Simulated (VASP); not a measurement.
## KCl (rocksalt type): electric field gradients with PBE

KCl (rocksalt type):

```
K Cl
1.0
     0.00000    3.14635    3.14635
     3.14635    0.00000    3.14635
     3.14635    3.14635    0.00000
K Cl
1 1
Direct
  0.00000 0.00000 0.00000
  0.50000 0.50000 0.50000
```

This cell differs from its parent crystal: volume scaled by 0.96.

| Property | Result |
| --- | --- |
| Program | VASP 6.6.1 |
| Task | electric field gradients |
| Functional | PBE |
| Potentials or basis | VASP PAW PBE potentials, release 64 (K_sv, Cl) |
| Cutoff | 520 eV |
| k mesh | 13 × 13 × 13 |
| Occupations | fermi-dirac, width 0.05 eV |
| Spin | no spin polarisation |
| Dipole correction | no |
| Further INCAR settings | ALGO = Normal; EDIFF = 1e-08; NBANDS = 15 |

```json
{
  "Pressure": "0.8 GPa",
  "Band gap on the k mesh": "5.19 eV, direct"
}
```

Levels at points of the mesh, in eV from the valence-band top:
```tsv
k point	band 5	band 6	band 7	band 8	band 9	band 10	band 11	band 12
(0.00, 0.00, 0.00)	-10.66	0.00	0.00	0.00	5.19	8.38	8.38	8.38
```

Run time: 70 s on 1 thread of AMD EPYC 9R14 (Zen 4) (shared host), peak memory 0.21 GiB.

Caveat: without QUAD_EFG the Cq values of the log hold for a quadrupole moment of 1 mb, not for the nuclei. A k mesh can miss the band edges.
